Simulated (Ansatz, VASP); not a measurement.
# Two plane-wave programs on WS2

```
W S
1.0
     3.20458    0.08598    0.08598
    -1.52783    2.73226    0.03147
     0.64192    0.64192   23.92614
W S
2 4
Direct
  0.33333 0.66667 0.63028
  0.66667 0.33333 0.36972
  0.33333 0.66667 0.30289
  0.66667 0.33333 0.56333
  0.33333 0.66667 0.43667
  0.66667 0.33333 0.69711
```

Change from the starting cell: equal engineering shear yz, xz and xy +0.0550, equal normal strain along x, y and z +0.0250.

Alike in both runs: task single point; functional LDA; k mesh 12 × 12 × 2; occupations gaussian, width 0.05 eV; no spin polarisation.

|  | VASP | Ansatz |
| --- | --- | --- |
| version | VASP 6.6.1 | Ansatz 0.2.0 |
| potentials or method | VASP PAW LDA potentials, release 64 (W_sv, S), cutoff 520 eV | scalar-relativistic, plane waves, PAW |
| valence electrons in the cell | 52 | 52 |

|  | VASP | Ansatz | Ansatz less VASP |
| --- | --- | --- | --- |
| gap on the k mesh at the Fermi level (eV) | 1.29 | 1.28 | -0.007 |
| least direct gap on the mesh (eV) | 1.73 | 1.72 | -0.009 |
| rms of the force components (eV/Å) | 0.651 | 0.663 | +0.0120 |

Ansatz warns that its potentials were made for another functional, while VASP's fit it. LDA's correlation is that of Perdew and Zunger in VASP and of Perdew and Wang (1992) in Ansatz. Atom by atom the forces differ by 0.019 eV/Å (rms over components). Ansatz's warnings: xc potential rough in thin density.

Neither program's run includes spin-orbit coupling.
